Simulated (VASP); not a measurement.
# Hf17O32 (a cell with a defect) in VASP: single point with PBE

Aim: the single point of Hf17O32 (a cell with a defect) with PBE.

Program: VASP 6.6.1. These are calculated values, not measurements. Logs are shortened: lines on timing, memory, paths and dates and some standing lists are left out, and cuts for length are marked.

### Step 1. The cell of the first run

The cell holds a defect, 49 atoms: a = 8.926 Å, b = 8.926 Å, c = 8.926 Å, α = 107.72°, β = 110.35°, γ = 110.35°.

### Step 2. Single point, PBE (with an interstitial atom, then relaxed in part)

INCAR

```
  PREC = Accurate
  ENCUT = 520
  EDIFF = 1E-7
  ISMEAR = 0
  SIGMA = 0.01
  LREAL = Auto
  LASPH = T
  NELM = 80
  ALGO = Normal
  ISIF = 2
  LWAVE = F
  LCHARG = F
  GGA = PE
  NBANDS = 211
```

KPOINTS

```
Automatic mesh
0
Gamma
  2 2 2
  0.5 0.5 0.5
```

POSCAR

```
Hf17O32
1.0
    0.0000000000     -7.2086095570     -5.2639672250
    7.2086095570      0.0000000000      5.2639672250
   -7.2086095570      0.0000000000      5.2639672250
Hf O
17 32
Direct
    0.2666451208      0.2500000000      0.5166451208
    0.7504234785      0.5004234785      0.7500000000
    0.2666451208      0.5166451208      0.2500000000
    0.2495765215     -0.0004234785      0.7500000000
    0.7333548792      0.2500000000     -0.0166451208
    0.7504234785      0.7500000000      0.5004234785
    0.2495765215      0.7500000000     -0.0004234785
    0.7333548792     -0.0166451208      0.2500000000
    0.0000000000      0.5150511346      0.5150511346
    0.5001572314      0.7499306896      0.7499306896
    0.0000000000      0.7500693104      0.2502265418
    0.0000000000      0.2502265418      0.7500693104
    0.5000000000      0.5000000000      0.0000000000
    0.5000000000      0.0000000000      0.5000000000
    0.0000000000     -0.0150511346     -0.0150511346
    0.4998427686      0.2497734582      0.2497734582
    0.0000000000      0.2500000000      0.2500000000
    0.2448552743      0.2247870809      0.7301022191
    0.7551447257      0.4852469449      0.9799318066
    0.2728923182      0.4857324142      0.4857324142
    0.2531316106      0.9756276516      0.9756276516
    0.7271076818      0.2128400960      0.2128400960
    0.7468683894      0.7224960410      0.7224960410
    0.2448552743      0.7301022191      0.2247870809
    0.7551447257      0.9799318066      0.4852469449
    0.5043934364      0.5229312480      0.7780849212
    1.0000000000      0.7702087110      0.0225598411
    0.5043934364      0.7780849212      0.5229312480
    0.4956065636      0.2736914848      0.0185378116
    1.0000000000      0.5192987265      0.2785787475
    1.0000000000      0.0225598411      0.7702087110
    0.4956065636      0.0185378116      0.2736914848
    1.0000000000      0.2785787475      0.5192987265
    0.5053151382      0.2752129191      0.5200681934
    1.0000000000      0.5243723484      0.7775039590
    0.5053151382      0.5200681934      0.2752129191
    0.4946848618      0.0147530551      0.7698977809
    1.0000000000      0.2871599040      0.0142675858
    1.0000000000      0.7775039590      0.5243723484
    0.4946848618      0.7698977809      0.0147530551
    1.0000000000      0.0142675858      0.2871599040
    0.2551536732      0.9770687520      0.4814621884
    0.7448463268      0.2263085152      0.7219150788
    0.2407199789      0.2214212525      0.2214212525
    0.2523511301      0.7297912890      0.7297912890
    0.7592800211      0.9807012735      0.9807012735
    0.7476488699      0.4774401589      0.4774401589
    0.2551536732      0.4814621884      0.9770687520
    0.7448463268      0.7219150788      0.2263085152
```

Potentials or basis: VASP PAW PBE potentials, release 64 (Hf_pv, O).

On the command line:

```sh
$ cat potpaw_PBE.64/Hf_pv/POTCAR potpaw_PBE.64/O/POTCAR > POTCAR
$ mpirun -np 1 vasp_std > vasp.out
```

OUTCAR:

```text
PREC = Accurate
   ENCUT = 520
   EDIFF = 1E-7
   ISMEAR = 0
   LREAL = Auto
   LASPH = T
   NELM = 80
   ISIF = 2
   GGA = PE

 ion  position               nearest neighbor table
   1  0.267  0.250  0.517-  18 2.05  34 2.05  41 2.19  20 2.19  26 2.32  42 2.32  44 2.49  33 2.49
                            17 2.72   4 3.49   2 3.49  13 3.55  14 3.55  10 3.67  11 3.67  16 3.67
   2  0.750  0.500  0.750-  23 2.08  35 2.08  19 2.08  34 2.08  26 2.36  43 2.36  47 2.37  27 2.37
                             1 3.49   5 3.49   9 3.55  15 3.55   6 3.60   7 3.60  10 3.66  12 3.66
   3  0.267  0.517  0.250-  24 2.05  36 2.05  20 2.19  38 2.19  28 2.32  48 2.32  44 2.49  30 2.49
                            17 2.72   7 3.49   6 3.49  14 3.55  13 3.55  10 3.67  12 3.67  16 3.67
   4  0.250  1.000  0.750-  21 2.08  39 2.08  18 2.08  37 2.08  29 2.36  42 2.36  31 2.37  45 2.37
                             1 3.49   5 3.49   9 3.55  15 3.55   6 3.60   7 3.60  11 3.66  16 3.66
   5  0.733  0.250  0.983-  37 2.05  19 2.05  22 2.19  38 2.19  29 2.32  43 2.32  30 2.49  46 2.49
                            17 2.72   4 3.49   2 3.49  14 3.55  13 3.55  12 3.67  16 3.67  11 3.67
   6  0.750  0.750  0.500-  23 2.08  39 2.08  25 2.08  36 2.08  28 2.36  49 2.36  47 2.37  31 2.37
                             3 3.49   8 3.49   9 3.55  15 3.55   4 3.60   2 3.60  10 3.66  11 3.66
   7  0.250  0.750  1.000-  21 2.08  35 2.08  24 2.08  40 2.08  32 2.36  48 2.36  27 2.37  45 2.37
                             3 3.49   8 3.49   9 3.55  15 3.55   4 3.60   2 3.60  12 3.66  16 3.66
   8  0.733  0.983  0.250-  40 2.05  25 2.05  22 2.19  41 2.19  32 2.32  49 2.32  33 2.49  46 2.49
                            17 2.72   7 3.49   6 3.49  13 3.55  14 3.55  11 3.67  16 3.67  12 3.67
   9  0.000  0.515  0.515-  45 2.04  47 2.04  30 2.12  33 2.12  35 2.32  39 2.32  20 2.63  22 2.63
                            17 2.79   4 3.55   6 3.55   7 3.55   2 3.55  12 3.61  11 3.61  16 3.61
  10  0.500  0.750  0.750-  45 2.09  28 2.13  26 2.13  46 2.15  20 2.28  37 2.33  40 2.33  23 2.38
                            13 3.60  14 3.60  15 3.61   9 3.61   2 3.66   6 3.66   4 3.67   7 3.67
  11  0.000  0.750  0.250-  27 2.09  42 2.13  49 2.13  30 2.15  41 2.28  19 2.33  24 2.33  39 2.38
                            14 3.60  13 3.60   9 3.61  15 3.61   6 3.66   4 3.66   2 3.67   7 3.67
  12  0.000  0.250  0.750-  31 2.09  43 2.13  48 2.13  33 2.15  38 2.28  25 2.33  18 2.33  35 2.38
                            13 3.60  14 3.60   9 3.61  15 3.61   2 3.66   7 3.66   6 3.67   4 3.67
  13  0.500  0.500  0.000-  26 2.06  29 2.06  48 2.06  49 2.06  19 2.39  18 2.39  36 2.39  40 2.39
                             1 3.55   8 3.55   5 3.55   3 3.55  16 3.60  10 3.60  11 3.60  12 3.60
  14  0.500  0.000  0.500-  28 2.06  32 2.06  42 2.06  43 2.06  25 2.39  24 2.39  34 2.39  37 2.39
                             3 3.55   5 3.55   1 3.55   8 3.55  16 3.60  10 3.60  12 3.60  11 3.60
  15  0.000  0.985  0.985-  27 2.04  31 2.04  46 2.12  44 2.12  21 2.32  23 2.32  38 2.63  41 2.63
                            17 2.79   4 3.55   6 3.55   7 3.55   2 3.55  10 3.61  16 3.61  11 3.61
  16  0.500  0.250  0.250-  47 2.09  32 2.13  29 2.13  44 2.15  22 2.28  34 2.33  36 2.33  21 2.38
                            13 3.60  14 3.60  15 3.61   9 3.61   7 3.66   4 3.66   2 3.67   6 3.67
  17  0.000  0.250  0.250-  20 2.23  22 2.23  38 2.23  41 2.23  44 2.34  46 2.34  30 2.34  33 2.34
                             1 2.72   3 2.72   5 2.72   8 2.72   9 2.79  15 2.79
  18  0.245  0.225  0.730-   1 2.05   4 2.08  12 2.33  13 2.39
  19  0.755  0.485  0.980-   5 2.05   2 2.08  11 2.33  13 2.39
  20  0.273  0.486  0.486-   3 2.19   1 2.19  17 2.23  10 2.28   9 2.63
  21  0.253  0.976  0.976-   4 2.08   7 2.08  15 2.32  16 2.38
  22  0.727  0.213  0.213-   5 2.19   8 2.19  17 2.23  16 2.28   9 2.63
  23  0.747  0.722  0.722-   2 2.08   6 2.08  15 2.32  10 2.38
  24  0.245  0.730  0.225-   3 2.05   7 2.08  11 2.33  14 2.39
  25  0.755  0.980  0.485-   8 2.05   6 2.08  12 2.33  14 2.39
  26  0.504  0.523  0.778-  13 2.06  10 2.13   1 2.32   2 2.36
  27  0.000  0.770  0.023-  15 2.04  11 2.09   2 2.37   7 2.37
  28  0.504  0.778  0.523-  14 2.06  10 2.13   3 2.32   6 2.36
  29  0.496  0.274  0.019-  13 2.06  16 2.13   5 2.32   4 2.36
  30  0.000  0.519  0.279-   9 2.12  11 2.15  17 2.34   5 2.49   3 2.49
  31  0.000  0.023  0.770-  15 2.04  12 2.09   4 2.37   6 2.37
  32  0.496  0.019  0.274-  14 2.06  16 2.13   8 2.32   7 2.36
  33  0.000  0.279  0.519-   9 2.12  12 2.15  17 2.34   8 2.49   1 2.49
  34  0.505  0.275  0.520-   1 2.05   2 2.08  16 2.33  14 2.39
  35  0.000  0.524  0.778-   2 2.08   7 2.08   9 2.32  12 2.38
  36  0.505  0.520  0.275-   3 2.05   6 2.08  16 2.33  13 2.39
  37  0.495  0.015  0.770-   5 2.05   4 2.08  10 2.33  14 2.39
  38  0.000  0.287  0.014-   3 2.19   5 2.19  17 2.23  12 2.28  15 2.63
  39  0.000  0.778  0.524-   4 2.08   6 2.08   9 2.32  11 2.38
  40  0.495  0.770  0.015-   8 2.05   7 2.08  10 2.33  13 2.39
  41  0.000  0.014  0.287-   1 2.19   8 2.19  17 2.23  11 2.28  15 2.63
  42  0.255  0.977  0.481-  14 2.06  11 2.13   1 2.32   4 2.36
  43  0.745  0.226  0.722-  14 2.06  12 2.13   5 2.32   2 2.36
  44  0.241  0.221  0.221-  15 2.12  16 2.15  17 2.34   3 2.49   1 2.49
  45  0.252  0.730  0.730-   9 2.04  10 2.09   4 2.37   7 2.37
  46  0.759  0.981  0.981-  15 2.12  10 2.15  17 2.34   8 2.49   5 2.49
  47  0.748  0.477  0.477-   9 2.04  16 2.09   2 2.37   6 2.37
  48  0.255  0.481  0.977-  13 2.06  12 2.13   3 2.32   7 2.36
  49  0.745  0.722  0.226-  13 2.06  11 2.13   8 2.32   6 2.36

[... 182 lines left out ...]
 Subroutine IBZKPT returns following result:
 ===========================================

 Found      3 irreducible k-points:

 Following reciprocal coordinates:
            Coordinates               Weight
  0.250000  0.250000  0.250000      2.000000
 -0.250000  0.250000  0.250000      2.000000
  0.250000 -0.250000  0.250000      4.000000
   k-points           NKPTS =      3   k-points in BZ     NKDIM =      3   number of bands    NBANDS=    211
   number of dos      NEDOS =    301   number of ions     NIONS =     49
   total plane-waves  NPLWV = 343000
   dimension x,y,z NGX =    70 NGY =   70 NGZ =   70
   dimension x,y,z NGXF=   140 NGYF=  140 NGZF=  140
   ions per type =              17  32
   NGX,Y,Z   is equivalent  to a cutoff of  13.04, 13.04, 13.04 a.u.
   NGXF,Y,Z  is equivalent  to a cutoff of  26.07, 26.07, 26.07 a.u.
 SYSTEM =  unknown system
   PREC   = accura    normal or accurate (medium, high low for compatibility)
   ISTART =      0    job   : 0-new  1-cont  2-samecut
   ICHARG =      2    charge: 1-file 2-atom 10-const
   ISPIN  =      1    spin polarized calculation?
   LNONCOLLINEAR =      F non collinear calculations
   LSORBIT =      F    spin-orbit coupling
   LASPH  =      T    aspherical Exc in radial PAW
   ENCUT  =  520.0 eV  38.22 Ry    6.18 a.u.  16.60 16.60 16.60*2*pi/ulx,y,z
   NELM   =     80;   NELMIN=  2; NELMDL= -5     # of ELM steps
   EDIFF  = 0.1E-06   stopping-criterion for ELM
   LREAL  =      T    real-space projection
   EDIFFG = 0.1E-05   stopping-criterion for IOM
   NSW    =      0    number of steps for IOM
   IBRION =     -1    ionic relax: 0-MD 1-quasi-New 2-CG
   NFREE  =      0    steps in history (QN), initial steepest desc. (CG)
   ISIF   =      2    stress and relaxation
   ISYM   =      2    0-nonsym 1-usesym 2-fastsym
   POTIM  = 0.5000    time-step for ionic-motion
   TEBEG  =    0.0;   TEEND  =   0.0 temperature during run
   PSTRESS=    0.0 pullay stress
   NELECT =     362.0000    total number of electrons
   NUPDOWN=      -1.0000    fix difference up-down
   EMIN   =  10.00;   EMAX   =-10.00  energy-range for DOS
   EFERMI =   0.00;   METHOD = LEGACY
   ISMEAR =     0;   SIGMA  =   0.01  broadening in eV -4-tet -1-fermi 0-gaus
   EFERMI_NEDOS =   21; number of points for ismear=-14 and -15
   IALGO  =     38    algorithm
   IMIX   =      4    mixing-type and parameters
     AMIX     =   0.40;   BMIX     =  1.00
     AMIX_MAG =   1.60;   BMIX_MAG =  1.00
  volume/ion in A,a.u.               =      11.16        75.34
  Fermi-wavevector in a.u.,A,eV,Ry     =   1.426578  2.695842 27.689567  2.035126
  Thomas-Fermi vector in A             =   2.546840
   LORBIT       =      0    0 simple, 1 ext, 2 COOP (PROOUT), +10 PAW based schemes
   GGA     = PE    functional components
   LHFCALC =     F    Hartree Fock is set to
   AEXX    =    0.0000 exact exchange contribution
   IVDW    =     0    specifies the selected vdW correction
   LEPSILON=     F    determine dielectric tensor
   LRPA    =     F    only Hartree local field effects (RPA)
 non-spin polarized calculation
 Gauss-broadening in eV      SIGMA  =   0.01
  energy-cutoff  :      520.00
  volume of cell :      547.07
 maximum number of plane-waves:     14744
 NGX is ok and might be reduce to    70
   NGX = 33   NGY = 33   NGZ = 33

 number of electron     361.9999984 magnetization

 Free energy of the ion-electron system (eV)
  ---------------------------------------------------
  ext. energy  EPLUGINS =         0.00000000
  ---------------------------------------------------
  free energy    TOTEN  =      -490.70943601 eV

  energy without entropy =     -490.70943601  energy(sigma->0) =     -490.70943601

 E-fermi :   6.9756     XC(G=0): -11.7689

 val. band max:        6.8455640078   @ k =   0.2500   0.2500   0.2500
 cond. band min:       8.1344897812   @ k =  -0.2500   0.2500   0.2500
 fundamental gap:      1.2889257734
 Fermi energy:         6.9755712916

 k-point     1 :       0.2500    0.2500    0.2500
  band No.  band energies     occupation
      1     -26.0511      2.00000
      2     -26.0370      2.00000
      3     -26.0370      2.00000
      4     -26.0325      2.00000
      5     -26.0192      2.00000
      6     -25.9903      2.00000
[... 577 lines left out ...]
    192       8.7726      0.00000
    193       8.8042      0.00000
 [bands above 193 left out]

------------------------ aborting loop because EDIFF is reached ----------------------------------------

  FORCE on cell =-STRESS in cart. coord.  units (eV):
  Direction    XX          YY          ZZ          XY          YZ          ZX
  --------------------------------------------------------------------------------------
  -------------------------------------------------------------------------------------
  Total        8.2244194      8.2244194    -11.0056525      0.0000000      0.0000000      0.0000000
  in kB       24.0862757     24.0862757    -32.2314766      0.0000000      0.0000000      0.0000000
  external PRESSURE =       5.3136916 kB  Pullay stress =       0.0000000 kB

 VOLUME and BASIS-vectors are now :
 -----------------------------------------------------------------------------
  energy-cutoff  :      520.00
  volume of cell :      547.07
      direct lattice vectors                 reciprocal lattice vectors
     0.000000000 -7.208609557 -5.263967225     0.000000000 -0.138723008  0.000000000
     7.208609557  0.000000000  5.263967225     0.069361504 -0.069361504  0.094985394
    -7.208609557  0.000000000  5.263967225    -0.069361504 -0.069361504  0.094985394

 POSITION                                       TOTAL-FORCE (eV/Angst)
 -----------------------------------------------------------------------------------
     -1.92214     -1.92214      2.63198        -0.010749     -0.010749      0.000000
     -1.79910     -5.40951      2.63198         0.002246     -0.002246      0.000000
      1.92214     -1.92214      2.63198         0.010749     -0.010749      0.000000
      1.79910     -1.79910      7.89595        -0.002246      0.002246      0.000000
     -5.28647     -5.28647      2.63198         0.010749      0.010749      0.000000
      1.79910     -5.40951      2.63198        -0.002246     -0.002246      0.000000
[... 41 lines left out ...]
     -3.57263     -1.83930      6.33454        -0.007007     -0.008127     -0.027393
      3.57263     -5.36931      1.07057         0.007007      0.008127     -0.027393
 -----------------------------------------------------------------------------------
    total drift:                               -0.000000     -0.000004      0.000002

  FREE ENERGIE OF THE ION-ELECTRON SYSTEM (eV)
  ---------------------------------------------------
  free  energy   TOTEN  =      -490.7094360074 eV

  energy  without entropy=     -490.7094360074  energy(sigma->0) =     -490.70943601
```

It took 45 min on 1 thread of AMD EPYC 7R43 (Zen 3), shared host; peak memory 0.74 GiB.

What came out:

```yaml
Free_energy: -490.7094 eV
Pressure: 0.5 GPa
Largest_force: 0.063 eV/Å
Band_gap_on_the_k_mesh: 1.29 eV
```

Forces in eV/Å, atoms in the order of the input:
```
Hf  -0.011 -0.011  0.000
Hf   0.002 -0.002  0.000
Hf   0.011 -0.011  0.000
Hf  -0.002  0.002  0.000
Hf   0.011  0.011  0.000
Hf  -0.002 -0.002  0.000
Hf   0.002  0.002  0.000
Hf  -0.011  0.011  0.000
Hf   0.000  0.000  0.041
Hf   0.000  0.031 -0.002
Hf   0.031  0.000  0.002
Hf  -0.031  0.000  0.002
Hf   0.000  0.000  0.000
Hf   0.000  0.000  0.000
Hf   0.000  0.000 -0.041
Hf   0.000 -0.031 -0.002
Hf   0.000  0.000  0.000
O    0.004 -0.006 -0.047
O   -0.004  0.006 -0.047
O    0.000  0.046 -0.042
O    0.000  0.022 -0.036
O    0.000 -0.046 -0.042
O    0.000 -0.022 -0.036
O   -0.004 -0.006 -0.047
O    0.004  0.006 -0.047
O   -0.008  0.007  0.027
O    0.004  0.000  0.042
O    0.008  0.007  0.027
O    0.008 -0.007  0.027
O   -0.037  0.000  0.008
O   -0.004  0.000  0.042
O   -0.008 -0.007  0.027
O    0.037  0.000  0.008
O   -0.006  0.004  0.047
O    0.022  0.000  0.036
O    0.006  0.004  0.047
O    0.006 -0.004  0.047
O   -0.046  0.000  0.042
O   -0.022  0.000  0.036
O   -0.006 -0.004  0.047
O    0.046  0.000  0.042
O    0.007 -0.008 -0.027
O   -0.007  0.008 -0.027
O    0.000  0.037 -0.008
O    0.000  0.004 -0.042
O    0.000 -0.037 -0.008
O    0.000 -0.004 -0.042
O   -0.007 -0.008 -0.027
O    0.007  0.008 -0.027
```

Stress tensor (GPa, compression positive):
```
 2.41  0.00  0.00
 0.00  2.41  0.00
 0.00  0.00 -3.22
```

Caveat: the cell differs from its parent crystal (with an interstitial atom, then relaxed in part); spin-orbit coupling is left out, which moves the levels of the heavy elements.
